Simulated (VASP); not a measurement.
Input of a VASP 6.6.1 run:

File INCAR:

```
ALGO     = Normal         # electronic algorithm
EDIFF    = 1E-6           # SCF threshold, eV
ENCUT    = 520            # plane-wave cutoff, eV
GGA      = PE             # functional
ISIF     = 2              # what is computed and relaxed
ISMEAR   = -1             # smearing method
LASPH    = True           # aspherical terms in the spheres
LCHARG   = False          # write CHGCAR
LREAL    = False          # projectors in reciprocal space
LWAVE    = False          # write WAVECAR
NBANDS   = 12             # bands
NELM     = 80             # most SCF steps
PREC     = Accurate       # precision mode
SIGMA    = 0.1            # smearing width, eV
```

The input KPOINTS:

```
k-points
0
Gamma
  16 16 16
```

POSCAR

```
La
1.0
    3.2356770112      0.0000000000      0.0000000000
    0.0000000000      3.2356770112      0.0000000000
    0.0000000000      0.0000000000      3.2356770112
La
1
Direct
    0.0000000000      0.0000000000      0.0000000000
```

Potentials or basis: VASP PAW PBE potentials, release 64 (La).

Command:

```sh
$ cat potpaw_PBE.64/La/POTCAR > POTCAR
$ mpirun -np 1 vasp_std > vasp.out
```

Estimate the pressure.

2.3 GPa.

What does it give for the band gap on the k mesh?

Zero (an odd number of electrons rules out a gap without spin polarisation).

Caveat: spin-orbit coupling is left out, which moves the levels of the heavy elements.
